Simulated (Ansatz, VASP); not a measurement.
Ca3Hg: VASP beside Ansatz

The input INCAR:

```
SYSTEM = Ca3Hg
PREC = Accurate
ENCUT = 520
EDIFF = 1E-6
ISMEAR = -1
SIGMA = 0.1
LREAL = .FALSE.
LASPH = .TRUE.
NELM = 80
ALGO = Normal
ISIF = 2
LWAVE = .FALSE.
LCHARG = .FALSE.
NBANDS = 29
```

KPOINTS

```
regular mesh
0
G
  5 5 5
  0 0 0
```

POSCAR

```
Ca3Hg
1.0
    5.1451228661      0.0000000000      0.0000000000
    0.0000000000      5.1451228661      0.0000000000
    0.0000000000      0.0000000000      5.1451228661
Ca Hg
3 1
Direct
    0.5000000000      0.0000000000      0.0000000000
    0.0000000000      0.0000000000      0.5000000000
    0.0000000000      0.5000000000      0.0000000000
    0.5000000000      0.5000000000      0.5000000000
```

Input for Ansatz:

```yaml
crystal:
  lattice:
    - [5.145122866135115, 0.0, 0.0]
    - [0.0, 5.145122866135115, 0.0]
    - [0.0, 0.0, 5.145122866135115]
  atoms:
    - { symbol: Ca, position: [0.5, 0.0, 0.0] }
    - { symbol: Ca, position: [0.0, 0.0, 0.5] }
    - { symbol: Ca, position: [0.0, 0.5, 0.0] }
    - { symbol: Hg, position: [0.5, 0.5, 0.5] }
basis:
  ecutwfc: 500.0
kpoints:
  mp_grid:
    grid: [5, 5, 5]
hamiltonian:
  xc: lda
  pseudopotentials:
    kind: paw
scf:
  occupations:
    method: fermi_dirac
output:
  stress: true
```

Alike in both runs: task single point; functional LDA; k mesh 5 × 5 × 5; no spin polarisation.

|  | VASP | Ansatz |
| --- | --- | --- |
| version | VASP 6.6.1 | Ansatz 0.2.0 |
| potentials or method | VASP PAW LDA potentials, release 64 (Ca_sv, Hg), cutoff 520 eV | plane waves, PAW |
| occupations | fermi-dirac, width 0.1 eV | fermi-dirac |
| valence electrons in the cell | 42 | 50 |

```csv
,VASP,Ansatz,Ansatz less VASP
pressure (GPa),-3.3,-3.3,-0.03
```

LDA's correlation is that of Perdew and Zunger in VASP and of Perdew and Wang (1992) in Ansatz. VASP's potentials hold 42 valence electrons a cell and Ansatz's 50, so a difference there can come from the potentials and not from the codes.

Neither program's run includes spin-orbit coupling.
